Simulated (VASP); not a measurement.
Wanted: the native input for a VASP 6.6.1 run.

* Task: single point
* Functional: PBE
* Potentials or basis: VASP PAW PBE potentials, release 64 (As)
* Cutoff: 520 eV
* k mesh: 15 × 15 × 15
* Occupations: fermi-dirac, width 0.08 eV
* Spin: no spin polarisation
* Dipole correction: no
* Further INCAR settings: ALGO = Normal; EDIFF = 1e-07; NBANDS = 8

The structure of As lies in POSCAR:

```
As
1.0
    2.3998844845      0.0000000000      0.0000000000
    0.0000000000      2.3998844845      0.0000000000
    0.0000000000      0.0000000000      2.3998844845
As
1
Direct
    0.0000000000      0.0000000000      0.0000000000
```

This cell differs from its parent crystal: volume scaled by 0.68.

These files were run (other wordings do the same):

INCAR

```
SYSTEM = As
  PREC = Accurate
  ENCUT = 520
  EDIFF = 1E-7
  ISMEAR = -1
  SIGMA = 0.08
  LREAL = .False.
  LASPH = .True.
  NELM = 80
  ALGO = Normal
  ISIF = 2
  LWAVE = .False.
  LCHARG = .False.
  GGA = PE
  NBANDS = 8
```

KPOINTS

```
regular mesh
0
Gamma
  15 15 15
  0 0 0
```

Potentials or basis: VASP PAW PBE potentials, release 64 (As).

The run is started by

```bash
$ cat potpaw_PBE.64/As/POTCAR > POTCAR
$ mpirun -np 1 vasp_std > vasp.out
```

Results of the run:

| Quantity | Value |
| --- | --- |
| Pressure | 72.5 GPa |

It took 16 s on 1 thread of Intel Xeon 8259CL, with other jobs on the host, peak memory 0.09 GiB.
